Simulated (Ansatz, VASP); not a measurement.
## Hf in VASP and in Ansatz

```
CELL_PARAMETERS angstrom
3.11840 0.00000 0.00000
-1.55920 2.70061 0.00000
0.00000 0.00000 4.94755
ATOMIC_POSITIONS crystal
Hf 0.33333 0.66667 0.25000
Hf 0.66667 0.33333 0.75000
```

Alike in both runs: task single point; functional LDA; k mesh 12 × 12 × 7; no spin polarisation.

|  | VASP | Ansatz |
| --- | --- | --- |
| version | VASP 6.6.1 | Ansatz 0.2.0 |
| potentials or method | VASP PAW LDA potentials, release 64 (Hf_pv), cutoff 520 eV | plane waves (420 eV) with PAW, scalar-relativistic |
| occupations | methfessel-paxton of order 1, width 0.3 eV | cold, width 0.3 eV |
| valence electrons in the cell | 20 | 52 |

|  | VASP | Ansatz | Ansatz less VASP |
| --- | --- | --- | --- |
| pressure (GPa) | 0.0 | -0.1 | -0.15 |
| traceless stress, the component that is largest in VASP (GPa) | -0.14 | -0.06 | +0.079 |

Ansatz warns that its potentials were made for another functional, while VASP's fit it. LDA's correlation is that of Perdew and Zunger in VASP and of Perdew and Wang (1992) in Ansatz. VASP's potentials hold 20 valence electrons a cell and Ansatz's 52, so a difference there can come from the potentials and not from the codes.

Neither program's run includes spin-orbit coupling.
